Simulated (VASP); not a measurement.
C: relaxation of cell and atoms with PBE

Crystal: C.

```xyz
2
Lattice="0.0000 1.8135 1.8501 1.8135 0.0000 1.8501 1.8135 1.8135 0.0000" Properties=species:S:1:pos:R:3 pbc="T T T"
C     0.0000    0.0000    0.0000
C     0.9067    0.9067    0.9251
```

```
Program                : VASP 6.6.1
Task                   : relaxation of cell and atoms
Functional             : PBE
Potentials or basis    : VASP PAW PBE potentials, release 64 (C)
Cutoff                 : 600 eV
k mesh                 : 6 × 6 × 6
Occupations            : gaussian, width 0.01 eV
Spin                   : no spin polarisation
Dipole correction      : no
Further INCAR settings : ALGO = Normal; EDIFF = 1e-07; IBRION = 2; EDIFFG = -0.01; NSW = 80; ISIF = 3
```

The relaxed volume is 5.69 Å³/atom and the relaxed cell is a = 2.525 Å, b = 2.525 Å, c = 2.525 Å, α = 60.00°, β = 60.00°, γ = 60.00°. The space group after relaxing (to 0.05 Å) is Fd-3m (No. 227). The energy gained by relaxing is 37.0 meV/atom and the ionic steps are 6. The pressure after relaxing is 0.0 GPa and the band gap on the k mesh is 4.14 eV, indirect (least direct gap 5.58 eV).

Step by step:
| step | energy change (eV) | largest force (eV/Å) | pressure (GPa) | volume (Å³) |
| --- | --- | --- | --- | --- |
| 1 | 0.0000 | 0.0000 | -25.37 | 12.17 |
| 2 | 0.0252 | 0.0000 | 38.43 | 10.55 |
| 3 | -0.0736 | 0.0000 | 0.10 | 11.39 |
| 4 | -0.0736 | 0.0000 | 0.68 | 11.37 |
| 5 | -0.0740 | 0.0000 | -0.26 | 11.39 |
| 6 | -0.0741 | 0.0000 | 0.04 | 11.39 |

Final structure:
```yaml
crystal:
  lattice:
    - [0.00000, 1.78565, 1.78562]
    - [1.78565, 0.00000, 1.78562]
    - [1.78565, 1.78565, 0.00000]
  atoms:
    - { symbol: C, position: [0.00000, 0.00000, 0.00000] }
    - { symbol: C, position: [0.25000, 0.25000, 0.25000] }
```

Levels at points of the mesh, in eV from the valence-band top:
```
           k point  band 1  band 2  band 3  band 4  band 5  band 6  band 7  band 8
(0.00, 0.00, 0.00)  -21.43    0.00    0.00    0.00    5.58    5.58    5.58   13.24
(0.50, 0.00, 0.00)  -15.67  -13.33   -2.79   -2.79    8.44    8.44    8.80   15.66
(0.50, 0.50, 0.00)  -12.74  -12.74   -6.28   -6.28    4.75    4.75   16.75   16.75
(0.50, 0.00, 0.50)  -12.74  -12.74   -6.28   -6.28    4.75    4.75   16.75   16.75
```

Run time: 18 s on 1 thread of AMD EPYC 7R43 64-Core Processor (Zen 3) (shared host), peak memory 0.09 GiB.

Caveat: the k points lie up to 0.51 Å⁻¹ apart in the final cell. A k mesh can miss the band edges.
